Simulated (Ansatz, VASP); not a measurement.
**One calculation of Ti3Al5, two programs**

File INCAR:

```
SYSTEM = Ti3Al5
ALGO = Normal
EDIFF = 1E-6
ENCUT = 500
GGA = CA
GGA_COMPAT = .FALSE.
ISIF = 2
ISMEAR = 0
LASPH = .TRUE.
LCHARG = .FALSE.
LREAL = .FALSE.
LWAVE = .FALSE.
NBANDS = 36
NELM = 120
PREC = Accurate
SIGMA = 0.1
```

Contents of KPOINTS:

```
k-points
0
G
  6 6 2
  0 0 0
```

File POSCAR:

```
Ti3Al5
1.0
    3.8953831800      0.0000000000      0.0000000000
    0.0000000000      3.8953831800      0.0000000000
    0.0000000000      0.0000000000      8.3260242100
Ti Al
3 5
Direct
    0.0000000000      0.0000000000      0.5000000000
    0.5000000000      0.5000000000      0.0000000000
    0.5000000000      0.5000000000      0.5000000000
    0.0000000000      0.5000000000      0.2504879700
    0.0000000000      0.5000000000      0.7495120300
    0.5000000000      0.0000000000      0.2504879700
    0.5000000000      0.0000000000      0.7495120300
    0.0000000000      0.0000000000      0.0000000000
```

Input for Ansatz:

```yaml
crystal:
  lattice:
    - [3.89538318, 0.0, 0.0]
    - [0.0, 3.89538318, 0.0]
    - [0.0, 0.0, 8.32602421]
  atoms:
    - { symbol: Ti, position: [0.0, 0.0, 0.5] }
    - { symbol: Ti, position: [0.5, 0.5, 0.0] }
    - { symbol: Ti, position: [0.5, 0.5, 0.5] }
    - { symbol: Al, position: [0.0, 0.5, 0.25048797] }
    - { symbol: Al, position: [0.0, 0.5, 0.74951203] }
    - { symbol: Al, position: [0.5, 0.0, 0.25048797] }
    - { symbol: Al, position: [0.5, 0.0, 0.74951203] }
    - { symbol: Al, position: [0.0, 0.0, 0.0] }
basis:
  ecutwfc: 420
kpoints:
  mp_grid: { grid: [6, 6, 2] }
hamiltonian:
  xc: lda
scf:
  occupations: { method: gaussian, width: 0.1 }
output:
  forces: true
  stress: true
  eigenvalues: true
```

Alike in both runs: task single point; functional LDA; k mesh 6 × 6 × 2; occupations gaussian, width 0.1 eV; no spin polarisation.

|  | VASP | Ansatz |
| --- | --- | --- |
| version | VASP 6.6.1 | Ansatz 0.2.0 |
| potentials or method | VASP PAW LDA potentials, release 64 (Ti_sv, Al), cutoff 500 eV | scalar-relativistic, plane waves, PAW |
| valence electrons in the cell | 51 | 51 |

Ansatz gave:

| Quantity | Value |
| --- | --- |
| gap on the k mesh at the Fermi level (eV) | none |
| pressure (GPa) | -4.5 |
| traceless stress, the component that is largest in VASP (GPa) | 0.20 |
| rms of the force components (eV/Å) | 0.059 |

**Question.** Which values does VASP return?

**Answer.** gap on the k mesh at the Fermi level (eV): none; pressure (GPa): -4.3; traceless stress, the component that is largest in VASP (GPa): 0.20; rms of the force components (eV/Å): 0.058.

LDA's correlation is that of Perdew and Zunger in VASP and of Perdew and Wang (1992) in Ansatz. Atom by atom the forces differ by 0.001 eV/Å (rms over components). A gap of «none» marks a metal or a gap that the smearing closes.

The k mesh is coarse, so the values compare programs but aren't converged.
